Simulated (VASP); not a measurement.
# Li (P6_3/mmc) in VASP: further runs

Li is run at these levels: PBEsol, RPBE; tasks: single point.

All numbers are computed with VASP 6.6.1; they aren't measurements. Logs are shortened: lines on timing, memory, paths and dates and some standing lists are left out, and cuts for length are marked.

**1. The cell of the first run**

It takes space group P6_3/mmc (No. 194, hexagonal). Conventional cell: a = 3.111 Å, b = 3.111 Å, c = 5.093 Å, α = 90.00°, β = 90.00°, γ = 120.00°. Within 4.1 Å of Li (site symmetry -6m2) lie 12 Li at 3.11 to 3.12 Å.

**2. Single point, PBEsol**

INCAR reads:

```
PREC = Accurate ; ENCUT = 520
EDIFF = 1E-6 ; ISMEAR = -1
SIGMA = 0.05 ; LREAL = F
LASPH = T ; NELM = 100
ALGO = Normal ; ISIF = 2
LWAVE = F ; LCHARG = F
GGA = PS ; NBANDS = 10
```

KPOINTS reads:

```
Automatic mesh
0
Gamma
  9 9 5
```

POSCAR reads:

```
Li
1.0
    3.1110000000      0.0000000000      0.0000000000
   -1.5555000000      2.6942050300      0.0000000000
    0.0000000000      0.0000000000      5.0930000000
Li
2
Direct
    0.3333333333      0.6666666667      0.2500000000
    0.6666666667      0.3333333333      0.7500000000
```

Potentials or basis: VASP PAW PBE potentials, release 64 (Li_sv).

Run with:

```
cat potpaw_PBE.64/Li_sv/POTCAR > POTCAR
mpirun -np 1 vasp_std > vasp.out
```

OUTCAR:

```text
PREC = Accurate
   ENCUT = 520
   EDIFF = 1E-6
   ISMEAR = -1
   LREAL = F
   LASPH = T
   NELM = 100
   ISIF = 2
   GGA = PS

 ion  position               nearest neighbor table
   1  0.333  0.667  0.250-
   2  0.667  0.333  0.750-

  LATTYP: Found a hexagonal cell.
 ALAT       =     3.1110000000
 C/A-ratio  =     1.6370941819

  Lattice vectors:

 A1 = (   3.1110000000,   0.0000000000,   0.0000000000)
 A2 = (  -1.5555000000,   2.6942050300,   0.0000000000)
 A3 = (   0.0000000000,   0.0000000000,   5.0930000000)

Analysis of symmetry for initial positions (statically):
=====================================================================
 Subroutine PRICEL returns:
 Original cell was already a primitive cell.

 Routine SETGRP: Setting up the symmetry group for a
 hexagonal supercell.

 Subroutine GETGRP returns: Found 24 space group operations
 (whereof 12 operations were pure point group operations)
 out of a pool of 24 trial point group operations.

The static configuration has the point symmetry D_3d.
 The point group associated with its full space group is D_6h.

Analysis of symmetry for dynamics (positions and initial velocities):
=====================================================================
 Subroutine PRICEL returns:
 Original cell was already a primitive cell.

 Routine SETGRP: Setting up the symmetry group for a
 hexagonal supercell.

 Subroutine GETGRP returns: Found 24 space group operations
 (whereof 12 operations were pure point group operations)
 out of a pool of 24 trial point group operations.

The dynamic configuration has the point symmetry D_3d.
 The point group associated with its full space group is D_6h.

 Subroutine INISYM returns: Found 24 space group operations
 (whereof 12 operations are pure point group operations),
 and found     1 'primitive' translations

----------------------------------------------------------------------------------------

                                     Primitive cell

  volume of cell :      42.6879

  direct lattice vectors                    reciprocal lattice vectors
     3.111000000  0.000000000  0.000000000     0.321440051  0.185583500  0.000000000
    -1.555500000  2.694205030  0.000000000     0.000000000  0.371167001  0.000000000
     0.000000000  0.000000000  5.093000000     0.000000000  0.000000000  0.196347929

  length of vectors
     3.111000000  3.110999999  5.093000000     0.371167000  0.371167001  0.196347929

  position of ions in fractional coordinates (direct lattice)
     0.333333333  0.666666667  0.250000000
     0.666666667  0.333333333  0.750000000

  ion indices of the primitive-cell ions
   primitive index   ion index
                 1           1
                 2           2

----------------------------------------------------------------------------------------

 KPOINTS: Automatic mesh

Automatic generation of k-mesh.
 Grid dimensions read from file:
 generate k-points for:    9    9    5

 Generating k-lattice:

  Cartesian coordinates                     Fractional coordinates (reciprocal lattice)
     0.035715561  0.020620389  0.000000000     0.111111111  0.000000000  0.000000000
     0.000000000  0.041240778  0.000000000     0.000000000  0.111111111  0.000000000
     0.000000000  0.000000000  0.039269586     0.000000000  0.000000000  0.200000000

  Length of vectors
     0.041240778  0.041240778  0.039269586

  Shift w.r.t. Gamma in fractional coordinates (k-lattice)
     0.000000000  0.000000000  0.000000000

 Subroutine IBZKPT returns following result:
 ===========================================

 Found     36 irreducible k-points:

 Following reciprocal coordinates:
            Coordinates               Weight
  0.000000  0.000000  0.000000      1.000000
  0.111111  0.000000  0.000000      6.000000
  0.222222  0.000000  0.000000      6.000000
  0.333333 -0.000000  0.000000      6.000000
  0.444444  0.000000  0.000000      6.000000
  0.111111  0.111111  0.000000      6.000000
[... 16 lines left out ...]
  0.333333  0.222222  0.200000     24.000000
  0.333333  0.333333  0.200000      4.000000
 [... further k-points ...]
   k-points           NKPTS =     36   k-points in BZ     NKDIM =     36   number of bands    NBANDS=     10
   number of dos      NEDOS =    301   number of ions     NIONS =      2
   total plane-waves  NPLWV =  23040
   dimension x,y,z NGX =    24 NGY =   24 NGZ =   40
   dimension x,y,z NGXF=    48 NGYF=   48 NGZF=   80
   ions per type =               2
   NGX,Y,Z   is equivalent  to a cutoff of  12.83, 12.83, 13.06 a.u.
   NGXF,Y,Z  is equivalent  to a cutoff of  25.65, 25.65, 26.11 a.u.
 SYSTEM =  unknown system
   PREC   = accura    normal or accurate (medium, high low for compatibility)
   ISTART =      0    job   : 0-new  1-cont  2-samecut
   ICHARG =      2    charge: 1-file 2-atom 10-const
   ISPIN  =      1    spin polarized calculation?
   LNONCOLLINEAR =      F non collinear calculations
   LSORBIT =      F    spin-orbit coupling
   LASPH  =      T    aspherical Exc in radial PAW
   ENCUT  =  520.0 eV  38.22 Ry    6.18 a.u.   5.78  5.78  9.47*2*pi/ulx,y,z
   NELM   =    100;   NELMIN=  2; NELMDL= -5     # of ELM steps
   EDIFF  = 0.1E-05   stopping-criterion for ELM
   LREAL  =      F    real-space projection
   EDIFFG = 0.1E-04   stopping-criterion for IOM
   NSW    =      0    number of steps for IOM
   IBRION =     -1    ionic relax: 0-MD 1-quasi-New 2-CG
   NFREE  =      0    steps in history (QN), initial steepest desc. (CG)
   ISIF   =      2    stress and relaxation
   ISYM   =      2    0-nonsym 1-usesym 2-fastsym
   POTIM  = 0.5000    time-step for ionic-motion
   TEBEG  =    0.0;   TEEND  =   0.0 temperature during run
   PSTRESS=    0.0 pullay stress
   NELECT =       6.0000    total number of electrons
   NUPDOWN=      -1.0000    fix difference up-down
   EMIN   =  10.00;   EMAX   =-10.00  energy-range for DOS
   EFERMI =   0.00;   METHOD = LEGACY
   ISMEAR =    -1;   SIGMA  =   0.05  broadening in eV -4-tet -1-fermi 0-gaus
   EFERMI_NEDOS =   21; number of points for ismear=-14 and -15
   IALGO  =     38    algorithm
   IMIX   =      4    mixing-type and parameters
     AMIX     =   0.40;   BMIX     =  1.00
     AMIX_MAG =   1.60;   BMIX_MAG =  1.00
  volume/ion in A,a.u.               =      21.34       144.04
  Fermi-wavevector in a.u.,A,eV,Ry     =   0.851185  1.608506  9.857630  0.724515
  Thomas-Fermi vector in A             =   1.967278
   LORBIT       =      0    0 simple, 1 ext, 2 COOP (PROOUT), +10 PAW based schemes
   GGA     = PS    functional components
   LHFCALC =     F    Hartree Fock is set to
   AEXX    =    0.0000 exact exchange contribution
   IVDW    =     0    specifies the selected vdW correction
   LEPSILON=     F    determine dielectric tensor
   LRPA    =     F    only Hartree local field effects (RPA)
 non-spin polarized calculation
  energy-cutoff  :      520.00
  volume of cell :       42.69
 maximum number of plane-waves:      1164
 NGX is ok and might be reduce to    24
   NGX = 11   NGY = 11   NGZ = 19

 number of electron       5.9999990 magnetization

 Free energy of the ion-electron system (eV)
  ---------------------------------------------------
  ext. energy  EPLUGINS =         0.00000000
  ---------------------------------------------------
  free energy    TOTEN  =        -3.94216536 eV

  energy without entropy =       -3.93555574  energy(sigma->0) =       -3.93886055

 E-fermi :   0.5363     XC(G=0):  -6.8929

 val. band max:        0.4771772455   @ k =   0.0000   0.0000   0.0000
 cond. band min:       0.5395105731   @ k =   0.2222   0.0000   0.2000
 fundamental gap:      0.0623333276
 Fermi energy:         0.5362703936

 k-point     1 :       0.0000    0.0000    0.0000
  band No.  band energies     occupation
      1     -45.5131      2.00000
      2     -45.4979      2.00000
      3      -3.0007      2.00000
      4       0.4772      1.53057
      5       3.2369      0.00000
      6      12.5492      0.00000
      7      12.5493      0.00000
      8      13.8994      0.00000
      9      13.8994      0.00000
     10      14.4243      0.00000

 k-point     2 :       0.1111    0.0000    0.0000
  band No.  band energies     occupation
      1     -45.5115      2.00000
      2     -45.4971      2.00000
      3      -2.8081      2.00000
      4       0.7279      0.04239
      5       3.3155      0.00000
      6      10.7855      0.00000
      7      11.4572      0.00000
      8      13.8208      0.00000
      9      14.1655      0.00000
     10      14.3685      0.00000

 k-point     3 :       0.2222    0.0000    0.0000
  band No.  band energies     occupation
      1     -45.5074      2.00000
      2     -45.4952      2.00000
      3      -2.2293      2.00000
      4       1.4782      0.00000
      5       3.4880      0.00000
      6       8.0994      0.00000
      7      10.1391      0.00000
      8      12.3528      0.00000
      9      12.4647      0.00000
     10      13.8055      0.00000

 k-point     4 :       0.3333   -0.0000    0.0000
  band No.  band energies     occupation
      1     -45.5022      2.00000
      2     -45.4935      2.00000
      3      -1.2701      2.00000
      4       2.7192      0.00000
      5       3.2625      0.00000
      6       6.3175      0.00000
      7       9.2039      0.00000
      8       9.4807      0.00000
      9      10.1170      0.00000
     10      13.1536      0.00000

 k-point     5 :       0.4444    0.0000    0.0000
  band No.  band energies     occupation
      1     -45.4984      2.00000
      2     -45.4928      2.00000
      3      -0.0067      1.99996
      4       1.9494      0.00000
      5       4.3883      0.00000
      6       6.3263      0.00000
      7       6.8915      0.00000
      8       8.3927      0.00000
      9       8.7270      0.00000
     10      12.7446      0.00000

 k-point     6 :       0.1111    0.1111    0.0000
  band No.  band energies     occupation
      1     -45.5086      2.00000
      2     -45.4958      2.00000
      3      -2.4219      2.00000
      4       1.2285      0.00000
      5       3.4558      0.00000
      6       9.1169      0.00000
      7       9.7320      0.00000
      8      13.2666      0.00000
      9      13.5476      0.00000
     10      13.5841      0.00000
[... 183 lines left out ...]
 k-point    21 :       0.4444    0.1111    0.2000
  band No.  band energies     occupation
      1     -45.4967      2.00000
      2     -45.4932      2.00000
      3       0.7505      0.02720
      4       1.6211      0.00000
      5       4.5733      0.00000
      6       4.8489      0.00000
      7       7.0944      0.00000
      8       8.2647      0.00000
      9      10.1290      0.00000
     10      11.0061      0.00000

 k-point    22 :       0.2222    0.2222    0.2000
  band No.  band energies     occupation
      1     -45.4990      2.00000
      2     -45.4935      2.00000
      3      -0.5055      2.00000
      4       2.0705      0.00000
      5       5.1674      0.00000
      6       5.2002      0.00000
      7       6.9586      0.00000
      8       9.0296      0.00000
      9      10.0671      0.00000
     10      11.9948      0.00000

 k-point    23 :       0.3333    0.2222    0.2000
  band No.  band energies     occupation
      1     -45.4959      2.00000
      2     -45.4932      2.00000
      3       0.7985      0.01049
      4       2.4544      0.00000
      5       3.8868      0.00000
      6       5.2048      0.00000
      7       6.2067      0.00000
      8       7.8583      0.00000
      9      10.0191      0.00000
     10      10.9726      0.00000

 k-point    24 :       0.3333    0.3333    0.2000
  band No.  band energies     occupation
      1     -45.4939      2.00000
      2     -45.4939      2.00000
      3       1.9908      0.00000
      4       2.6276      0.00000
      5       2.6276      0.00000
      6       5.2902      0.00000
      7       6.5991      0.00000
      8       6.5991      0.00000
      9      10.3696      0.00000
     10      10.9592      0.00000

 [... further k-points ...]
[... 5 lines left out ...]
  --------------------------------------------------------------------------------------
  -------------------------------------------------------------------------------------
  Total       -0.2912154     -0.2912154     -0.0281722      0.0000000     -0.0000000      0.0000000
  in kB      -10.9300090    -10.9300090     -1.0573683      0.0000000     -0.0000000      0.0000000
  external PRESSURE =      -7.6391288 kB  Pullay stress =       0.0000000 kB

 VOLUME and BASIS-vectors are now :
 -----------------------------------------------------------------------------
  energy-cutoff  :      520.00
  volume of cell :       42.69
      direct lattice vectors                 reciprocal lattice vectors
     3.111000000  0.000000000  0.000000000     0.321440051  0.185583500  0.000000000
    -1.555500000  2.694205030  0.000000000     0.000000000  0.371167001  0.000000000
     0.000000000  0.000000000  5.093000000     0.000000000  0.000000000  0.196347929

 POSITION                                       TOTAL-FORCE (eV/Angst)
 -----------------------------------------------------------------------------------
     -0.00000      1.79614      1.27325        -0.000000      0.000000      0.000000
      1.55550      0.89807      3.81975         0.000000      0.000000      0.000000
 -----------------------------------------------------------------------------------
    total drift:                               -0.000000      0.000000      0.000000

  FREE ENERGIE OF THE ION-ELECTRON SYSTEM (eV)
  ---------------------------------------------------
  free  energy   TOTEN  =        -3.9421653559 eV

  energy  without entropy=       -3.9355557443  energy(sigma->0) =       -3.93886055
```

Wall time 18 s (1 thread of AMD EPYC 7R13, shared host); peak memory 0.12 GiB.

Results:

- Free energy: -3.9422 eV
- Band gap on the k mesh: zero (band 3 reaches 2.60 eV, above the bottom of band 4 at -1.44 eV)

Levels at points of the mesh, in eV from the Fermi level:
| k point | band 1 | band 2 | band 3 | band 4 | band 5 | band 6 | band 7 | band 8 |
| --- | --- | --- | --- | --- | --- | --- | --- | --- |
| (0.00, 0.00, 0.00) | -46.05 | -46.03 | -3.54 | -0.06 | 2.70 | 12.01 | 12.01 | 13.36 |

Caveat: the cutoff is under 1.25 times the usual one of these potentials, so pressure, stress and relaxed cells hold a basis-set (Pulay) error; the PAW data sets were made with another functional, which shifts forces and pressure a little.

**3. Single point, RPBE**

INCAR reads:

```
SYSTEM = Li
PREC = Accurate
ENCUT = 520
EDIFF = 1E-6
ISMEAR = -1
SIGMA = 0.05
LREAL = .False.
LASPH = .True.
NELM = 80
ALGO = Normal
ISIF = 2
LWAVE = .False.
LCHARG = .True.
GGA = RP
LELF = .True.
LVHAR = .True.
NBANDS = 10
```

KPOINTS reads:

```
Automatic mesh
0
Gamma
  9 9 5
  0 0 0
```

POSCAR is that of step 2.

Potentials or basis: VASP PAW PBE potentials, release 64 (Li_sv).

Run with:

```
cat potpaw_PBE.64/Li_sv/POTCAR > POTCAR
mpirun -np 1 vasp_std > vasp.out
```

Wall time 20 s (1 thread of AMD EPYC 7R13, shared host); peak memory 0.12 GiB.

The run converged. Its results:

| Property | Result |
| --- | --- |
| Free energy | -3.6375 eV |
| Band gap on the k mesh | zero (band 3 reaches 2.67 eV, above the bottom of band 4 at -1.39 eV) |

Levels at points of the mesh, in eV from the Fermi level:
| k point | band 1 | band 2 | band 3 | band 4 | band 5 | band 6 |
| --- | --- | --- | --- | --- | --- | --- |
| (0.00, 0.00, 0.00) | -46.86 | -46.84 | -3.55 | -0.06 | 2.70 | 12.15 |

Caveat: the cutoff is under 1.25 times the usual one of these potentials, so pressure, stress and relaxed cells hold a basis-set (Pulay) error; the PAW data sets were made with another functional, which shifts forces and pressure a little.
